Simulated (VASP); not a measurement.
# V (Fm-3m) in VASP: a series of runs

The runs below take V through single point, with LDA.

Program: VASP 6.6.1. These are calculated values, not measurements. Logs are shortened: lines on timing, memory, paths and dates and some standing lists are left out, and cuts for length are marked.

## (1) The cell of the first run

The structure is cubic, space group Fm-3m (No. 225). Conventional cell: a = 3.629 Å, b = 3.629 Å, c = 3.629 Å, α = 90.00°, β = 90.00°, γ = 90.00°. Within 3.4 Å of V (site symmetry m-3m) lie 12 V at 2.57 Å.

This isn't the form of V at room conditions, which is bcc.

## (2) Single point, LDA (11.95 Å³/atom)

INCAR reads:

```
PREC = Accurate
ENCUT = 520
EDIFF = 1E-6
ISMEAR = -1
SIGMA = 0.1
LREAL = False
LASPH = True
NELM = 80
ALGO = Normal
ISIF = 2
LWAVE = False
LCHARG = True
LELF = True
LVHAR = True
NBANDS = 12
```

KPOINTS reads:

```
regular mesh
0
Gamma
  16 16 16
```

POSCAR reads:

```
V
1.0
    0.0000000000      1.8143936852      1.8143936852
    1.8143936852      0.0000000000      1.8143936852
    1.8143936852      1.8143936852      0.0000000000
V
1
Direct
    0.0000000000      0.0000000000      0.0000000000
```

Potentials or basis: VASP PAW LDA potentials, release 64 (V_sv).

The run is started by

```console
$ cat potpaw_LDA.64/V_sv/POTCAR > POTCAR
$ mpirun -np 1 vasp_std > vasp.out
```

OUTCAR:

```text
PREC = Accurate
   ENCUT = 520
   EDIFF = 1E-6
   ISMEAR = -1
   LREAL = False
   LASPH = True
   NELM = 80
   ISIF = 2

 ion  position               nearest neighbor table
   1  0.000  0.000  0.000-

  LATTYP: Found a face centered cubic cell.
 ALAT       =     3.6287873704

  Lattice vectors:

 A1 = (   0.0000000000,   1.8143936852,   1.8143936852)
 A2 = (   1.8143936852,   0.0000000000,   1.8143936852)
 A3 = (   1.8143936852,   1.8143936852,   0.0000000000)

Analysis of symmetry for initial positions (statically):
=====================================================================
 Subroutine PRICEL returns:
 Original cell was already a primitive cell.

 Routine SETGRP: Setting up the symmetry group for a
 face centered cubic supercell.

 Subroutine GETGRP returns: Found 48 space group operations
 (whereof 48 operations were pure point group operations)
 out of a pool of 48 trial point group operations.

The static configuration has the point symmetry O_h .

Analysis of symmetry for dynamics (positions and initial velocities):
=====================================================================
 Subroutine PRICEL returns:
 Original cell was already a primitive cell.

 Routine SETGRP: Setting up the symmetry group for a
 face centered cubic supercell.

 Subroutine GETGRP returns: Found 48 space group operations
 (whereof 48 operations were pure point group operations)
 out of a pool of 48 trial point group operations.

The dynamic configuration has the point symmetry O_h .

 Subroutine INISYM returns: Found 48 space group operations
 (whereof 48 operations are pure point group operations),
 and found     1 'primitive' translations

----------------------------------------------------------------------------------------

                                     Primitive cell

  volume of cell :      11.9461

  direct lattice vectors                    reciprocal lattice vectors
     0.000000000  1.814393685  1.814393685    -0.275574151  0.275574151  0.275574151
     1.814393685  0.000000000  1.814393685     0.275574151 -0.275574151  0.275574151
     1.814393685  1.814393685  0.000000000     0.275574151  0.275574151 -0.275574151

  length of vectors
     2.565940157  2.565940157  2.565940157     0.477308431  0.477308431  0.477308431

  position of ions in fractional coordinates (direct lattice)
     0.000000000  0.000000000  0.000000000

  ion indices of the primitive-cell ions
   primitive index   ion index
                 1           1

----------------------------------------------------------------------------------------

 KPOINTS: regular mesh

Automatic generation of k-mesh.
 Grid dimensions read from file:
 generate k-points for:   16   16   16

 Generating k-lattice:

  Cartesian coordinates                     Fractional coordinates (reciprocal lattice)
    -0.017223384  0.017223384  0.017223384     0.062500000  0.000000000  0.000000000
     0.017223384 -0.017223384  0.017223384     0.000000000  0.062500000  0.000000000
     0.017223384  0.017223384 -0.017223384     0.000000000  0.000000000  0.062500000

  Length of vectors
     0.029831777  0.029831777  0.029831777

  Shift w.r.t. Gamma in fractional coordinates (k-lattice)
     0.000000000  0.000000000  0.000000000

 Subroutine IBZKPT returns following result:
 ===========================================

 Found    145 irreducible k-points:

 Following reciprocal coordinates:
            Coordinates               Weight
  0.000000  0.000000  0.000000      1.000000
  0.062500  0.000000  0.000000      8.000000
  0.125000  0.000000  0.000000      8.000000
  0.187500  0.000000  0.000000      8.000000
  0.250000  0.000000  0.000000      8.000000
  0.312500  0.000000  0.000000      8.000000
[... 16 lines left out ...]
 -0.125000  0.062500  0.000000     24.000000
 -0.062500  0.062500  0.000000     12.000000
 [... further k-points ...]
   k-points           NKPTS =    145   k-points in BZ     NKDIM =    145   number of bands    NBANDS=     12
   number of dos      NEDOS =    301   number of ions     NIONS =      1
   total plane-waves  NPLWV =   8000
   dimension x,y,z NGX =    20 NGY =   20 NGZ =   20
   dimension x,y,z NGXF=    40 NGYF=   40 NGZF=   40
   ions per type =               1
   NGX,Y,Z   is equivalent  to a cutoff of  12.96, 12.96, 12.96 a.u.
   NGXF,Y,Z  is equivalent  to a cutoff of  25.92, 25.92, 25.92 a.u.
 SYSTEM =  unknown system
   PREC   = accura    normal or accurate (medium, high low for compatibility)
   ISTART =      0    job   : 0-new  1-cont  2-samecut
   ICHARG =      2    charge: 1-file 2-atom 10-const
   ISPIN  =      1    spin polarized calculation?
   LNONCOLLINEAR =      F non collinear calculations
   LSORBIT =      F    spin-orbit coupling
   LASPH  =      T    aspherical Exc in radial PAW
   ENCUT  =  520.0 eV  38.22 Ry    6.18 a.u.   4.77  4.77  4.77*2*pi/ulx,y,z
   NELM   =     80;   NELMIN=  2; NELMDL= -5     # of ELM steps
   EDIFF  = 0.1E-05   stopping-criterion for ELM
   LREAL  =      F    real-space projection
   EDIFFG = 0.1E-04   stopping-criterion for IOM
   NSW    =      0    number of steps for IOM
   IBRION =     -1    ionic relax: 0-MD 1-quasi-New 2-CG
   NFREE  =      0    steps in history (QN), initial steepest desc. (CG)
   ISIF   =      2    stress and relaxation
   ISYM   =      2    0-nonsym 1-usesym 2-fastsym
   POTIM  = 0.5000    time-step for ionic-motion
   TEBEG  =    0.0;   TEEND  =   0.0 temperature during run
   PSTRESS=    0.0 pullay stress
   NELECT =      13.0000    total number of electrons
   NUPDOWN=      -1.0000    fix difference up-down
   EMIN   =  10.00;   EMAX   =-10.00  energy-range for DOS
   EFERMI =   0.00;   METHOD = LEGACY
   ISMEAR =    -1;   SIGMA  =   0.10  broadening in eV -4-tet -1-fermi 0-gaus
   EFERMI_NEDOS =   21; number of points for ismear=-14 and -15
   IALGO  =     38    algorithm
   IMIX   =      4    mixing-type and parameters
     AMIX     =   0.40;   BMIX     =  1.00
     AMIX_MAG =   1.60;   BMIX_MAG =  1.00
  volume/ion in A,a.u.               =      11.95        80.62
  Fermi-wavevector in a.u.,A,eV,Ry     =   1.683893  3.182096 38.579248  2.835495
  Thomas-Fermi vector in A             =   2.767012
   LORBIT       =      0    0 simple, 1 ext, 2 COOP (PROOUT), +10 PAW based schemes
   GGA     = CA    functional components
   LHFCALC =     F    Hartree Fock is set to
   AEXX    =    0.0000 exact exchange contribution
   IVDW    =     0    specifies the selected vdW correction
   LEPSILON=     F    determine dielectric tensor
   LRPA    =     F    only Hartree local field effects (RPA)
 non-spin polarized calculation
  energy-cutoff  :      520.00
  volume of cell :       11.95
 maximum number of plane-waves:       332
   NGX =  9   NGY =  9   NGZ =  9

 number of electron      13.0000001 magnetization

 Free energy of the ion-electron system (eV)
  ---------------------------------------------------
  ext. energy  EPLUGINS =         0.00000000
  ---------------------------------------------------
  free energy    TOTEN  =        -9.62834874 eV

  energy without entropy =       -9.57669583  energy(sigma->0) =       -9.60252229

 E-fermi :  11.4521     XC(G=0): -13.9009

 val. band max:       11.4498458299   @ k =   0.5000   0.2500   0.0000
 cond. band min:      11.4528775849   @ k =   0.3750   0.1250   0.0625
 fundamental gap:      0.0030317550
 Fermi energy:        11.4521118955

 k-point     1 :       0.0000    0.0000    0.0000
  band No.  band energies     occupation
      1     -51.7631      2.00000
      2     -25.2320      2.00000
      3     -25.2320      2.00000
      4     -25.2320      2.00000
      5       4.3481      2.00000
      6      11.5627      0.49723
      7      11.5627      0.49723
      8      11.5627      0.49723
      9      13.6773      0.00000
     10      13.6773      0.00000
     11      30.0162      0.00000
     12      35.9630      0.00000

 k-point     2 :       0.0625    0.0000    0.0000
  band No.  band energies     occupation
      1     -51.7515      2.00000
      2     -25.2859      2.00000
      3     -25.2385      2.00000
      4     -25.2385      2.00000
      5       4.5159      2.00000
      6      11.4665      0.92821
      7      11.6249      0.30159
      8      11.6249      0.30159
      9      13.6375      0.00000
     10      13.6375      0.00000
     11      30.1777      0.00000
     12      34.7723      0.00000

 k-point     3 :       0.1250    0.0000    0.0000
  band No.  band energies     occupation
      1     -51.7184      2.00000
      2     -25.4380      2.00000
      3     -25.2567      2.00000
      4     -25.2567      2.00000
      5       4.9978      2.00000
      6      11.2185      1.82365
      7      11.7784      0.07373
      8      11.7784      0.07373
      9      13.5584      0.00000
     10      13.5584      0.00000
     11      30.4922      0.00000
     12      32.7243      0.00000
[... 286 lines left out ...]
 k-point    23 :      -0.1250    0.0625    0.0000
  band No.  band energies     occupation
      1     -51.6941      2.00000
      2     -25.5279      2.00000
      3     -25.3057      2.00000
      4     -25.2547      2.00000
      5       5.3548      2.00000
      6      11.0218      1.97332
      7      11.8857      0.02583
      8      11.8981      0.02287
      9      13.2926      0.00000
     10      13.7572      0.00000
     11      30.6114      0.00000
     12      31.9426      0.00000

 k-point    24 :      -0.0625    0.0625    0.0000
  band No.  band energies     occupation
      1     -51.7327      2.00000
      2     -25.3614      2.00000
      3     -25.2686      2.00000
      4     -25.2401      2.00000
      5       4.7886      2.00000
      6      11.3004      1.64033
      7      11.7146      0.13509
      8      11.7458      0.10075
      9      13.4708      0.00000
     10      13.6927      0.00000
     11      30.4069      0.00000
     12      33.6674      0.00000

 [... further k-points ...]
[... 5 lines left out ...]
  --------------------------------------------------------------------------------------
  -------------------------------------------------------------------------------------
  Total        1.4927758      1.4927758      1.4927758      0.0000000     -0.0000000      0.0000000
  in kB      200.2076107    200.2076107    200.2076107      0.0000000     -0.0000000      0.0000000
  external PRESSURE =     200.2076107 kB  Pullay stress =       0.0000000 kB

 VOLUME and BASIS-vectors are now :
 -----------------------------------------------------------------------------
  energy-cutoff  :      520.00
  volume of cell :       11.95
      direct lattice vectors                 reciprocal lattice vectors
     0.000000000  1.814393685  1.814393685    -0.275574151  0.275574151  0.275574151
     1.814393685  0.000000000  1.814393685     0.275574151 -0.275574151  0.275574151
     1.814393685  1.814393685  0.000000000     0.275574151  0.275574151 -0.275574151

 POSITION                                       TOTAL-FORCE (eV/Angst)
 -----------------------------------------------------------------------------------
      0.00000      0.00000      0.00000        -0.000000     -0.000000     -0.000000
 -----------------------------------------------------------------------------------
    total drift:                                0.000000      0.000000      0.000000

  FREE ENERGIE OF THE ION-ELECTRON SYSTEM (eV)
  ---------------------------------------------------
  free  energy   TOTEN  =        -9.6283487446 eV

  energy  without entropy=       -9.5766958343  energy(sigma->0) =       -9.60252229
```

It took 28 s on 1 thread of Intel Xeon 8259CL, shared host; peak memory 0.13 GiB.

What came out:

```
Free energy            : -9.6283 eV
Pressure               : 20.0 GPa
Band gap on the k mesh : zero (an odd number of electrons rules out a gap without spin polarisation)
```

Levels at points of the mesh, in eV from the Fermi level:
| k point | band 3 | band 4 | band 5 | band 6 | band 7 | band 8 | band 9 | band 10 |
| --- | --- | --- | --- | --- | --- | --- | --- | --- |
| (0.00, 0.00, 0.00) | -36.68 | -36.68 | -7.10 | 0.11 | 0.11 | 0.11 | 2.23 | 2.23 |
| (0.50, 0.00, 0.00) | -36.85 | -36.85 | -3.83 | -0.08 | -0.08 | 1.37 | 3.71 | 3.71 |
| (0.50, 0.50, 0.00) | -37.15 | -37.15 | -4.24 | -3.27 | 3.66 | 4.12 | 4.12 | 4.32 |

Caveat: the cell stands under pressure.

## (3) Single point, LDA (12.47 Å³/atom)

This run uses another cell than the first one, of 12.47 Å³/atom.

INCAR reads:

```
SYSTEM = V
ALGO = Normal
EDIFF = 1E-7
ENCUT = 520
GGA = CA
ISIF = 2
ISMEAR = -1
LASPH = .TRUE.
LCHARG = .FALSE.
LREAL = .FALSE.
LWAVE = .FALSE.
NBANDS = 12
NELM = 60
PREC = Accurate
SIGMA = 0.1
```

KPOINTS reads:

```
k-points
0
G
  16 16 16
  0 0 0
```

POSCAR reads:

```
V
1.0
    0.0000000000      1.8403170974      1.8403170974
    1.8403170974      0.0000000000      1.8403170974
    1.8403170974      1.8403170974      0.0000000000
V
1
Direct
    0.0000000000      0.0000000000      0.0000000000
```

Potentials or basis: VASP PAW LDA potentials, release 64 (V_sv).

The run is started by

```console
$ cat potpaw_LDA.64/V_sv/POTCAR > POTCAR
$ mpirun -np 1 vasp_std > vasp.out
```

OUTCAR:

```text
SYSTEM = V
   EDIFF = 1E-7
   ENCUT = 520
   GGA = CA
   ISIF = 2
   ISMEAR = -1
   LASPH = .TRUE.
   LREAL = .FALSE.
   NELM = 60
   PREC = Accurate

 ion  position               nearest neighbor table
   1  0.000  0.000  0.000-

  LATTYP: Found a face centered cubic cell.
 ALAT       =     3.6806341948

  Lattice vectors:

 A1 = (   0.0000000000,   1.8403170974,   1.8403170974)
 A2 = (   1.8403170974,   0.0000000000,   1.8403170974)
 A3 = (   1.8403170974,   1.8403170974,   0.0000000000)
[... 528 lines left out ...]
      3     -25.9778      2.00000
      4     -25.9529      2.00000
      5       4.2537      2.00000
      6      10.7322      1.52720
      7      11.1231      0.12181
      8      11.1512      0.09336
      9      12.7765      0.00000
     10      12.9841      0.00000
     11      29.5117      0.00000
     12      32.6017      0.00000

 [... further k-points ...]
[... 5 lines left out ...]
  --------------------------------------------------------------------------------------
  -------------------------------------------------------------------------------------
  Total        0.7162399      0.7162399      0.7162399      0.0000000     -0.0000000     -0.0000000
  in kB       92.0579055     92.0579055     92.0579055      0.0000000     -0.0000000     -0.0000000
  external PRESSURE =      92.0579055 kB  Pullay stress =       0.0000000 kB

 VOLUME and BASIS-vectors are now :
 -----------------------------------------------------------------------------
  energy-cutoff  :      520.00
  volume of cell :       12.47
      direct lattice vectors                 reciprocal lattice vectors
     0.000000000  1.840317097  1.840317097    -0.271692308  0.271692308  0.271692308
     1.840317097  0.000000000  1.840317097     0.271692308 -0.271692308  0.271692308
     1.840317097  1.840317097  0.000000000     0.271692308  0.271692308 -0.271692308

 POSITION                                       TOTAL-FORCE (eV/Angst)
 -----------------------------------------------------------------------------------
      0.00000      0.00000      0.00000        -0.000000      0.000000      0.000000
 -----------------------------------------------------------------------------------
    total drift:                                0.000000     -0.000000      0.000000

  FREE ENERGIE OF THE ION-ELECTRON SYSTEM (eV)
  ---------------------------------------------------
  free  energy   TOTEN  =        -9.6755770776 eV

  energy  without entropy=       -9.6217628885  energy(sigma->0) =       -9.64866998
```

OSZICAR:

```text
N       E                     dE             d eps       ncg     rms          rms(c)
DAV:   1     0.892457346964E+02    0.89246E+02   -0.70611E+03  3492   0.120E+03
DAV:   2    -0.972842636261E+01   -0.98974E+02   -0.96161E+02  3512   0.330E+02
DAV:   3    -0.109670107822E+02   -0.12386E+01   -0.12361E+01  3924   0.432E+01
DAV:   4    -0.109731642516E+02   -0.61535E-02   -0.61533E-02  3824   0.322E+00
DAV:   5    -0.109732369777E+02   -0.72726E-04   -0.72727E-04  3920   0.330E-01    0.203E+01
DAV:   6    -0.971663276072E+01    0.12566E+01   -0.28210E+00  3672   0.276E+01    0.259E+00
DAV:   7    -0.968689421702E+01    0.29739E-01   -0.41898E-02  3828   0.214E+00    0.123E+00
DAV:   8    -0.967551904104E+01    0.11375E-01   -0.69744E-03  3576   0.123E+00    0.948E-02
DAV:   9    -0.967556304144E+01   -0.44000E-04   -0.76220E-05  3884   0.124E-01    0.458E-02
DAV:  10    -0.967557708544E+01   -0.14044E-04   -0.33009E-06  3804   0.168E-02    0.192E-03
DAV:  11    -0.967557707758E+01    0.78664E-08   -0.22872E-07  3768   0.776E-03
   1 F= -.96755771E+01 E0= -.96486700E+01  d E =-.538142E-01
```

Run time: 33 s. Hardware: 1 thread of Intel Xeon 8259CL, shared host; peak memory 0.13 GiB.

What came out:

| Item | Value |
| --- | --- |
| Free energy | -9.6756 eV |
| Pressure | 9.2 GPa |
| Band gap on the k mesh | zero (an odd number of electrons rules out a gap without spin polarisation) |

Levels at points of the mesh, in eV from the Fermi level:
| k point | band 3 | band 4 | band 5 | band 6 | band 7 | band 8 | band 9 | band 10 |
| --- | --- | --- | --- | --- | --- | --- | --- | --- |
| (0.00, 0.00, 0.00) | -36.80 | -36.80 | -7.02 | 0.13 | 0.13 | 0.13 | 2.12 | 2.12 |
| (0.50, 0.00, 0.00) | -36.94 | -36.94 | -3.67 | -0.04 | -0.04 | 1.22 | 3.52 | 3.52 |
| (0.50, 0.50, 0.00) | -37.20 | -37.20 | -4.01 | -3.07 | 3.47 | 3.90 | 3.90 | 4.05 |

Caveat: the cell stands under pressure.
